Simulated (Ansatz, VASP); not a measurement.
# Cu2P: VASP beside Ansatz

```xyz
3
Lattice="2.5099 0.0000 0.0000 0.0000 2.5492 0.0000 0.0000 0.0000 6.4951" Properties=species:S:1:pos:R:3 pbc="T T T"
Cu    0.0000    0.0000    4.4258
Cu    0.0000    0.0000    2.0693
P     1.2549    0.0000    0.0000
```

Alike in both runs: functional PBE; k mesh 16 × 16 × 8; occupations gaussian, width 0.1 eV; no spin polarisation.

Ansatz relaxed the structure, and its values are those at the end. VASP's run is a single point on that final structure, the one shown.

|  | VASP | Ansatz |
| --- | --- | --- |
| version | VASP 6.6.1 | Ansatz 0.2.0 |
| potentials or method | VASP PAW PBE potentials, release 64 (Cu_sv_GW, P), cutoff 820 eV | scalar-relativistic, plane waves, PAW |
| valence electrons in the cell | 43 | 43 |

```csv
,VASP,Ansatz,Ansatz less VASP
gap on the k mesh at the Fermi level (eV),none,none,-
pressure (GPa),-0.6,0.0,+0.62
```

A gap of «none» marks a metal or a gap that the smearing closes. The functional is the same, so the differences come from potentials, cutoffs and numerics.
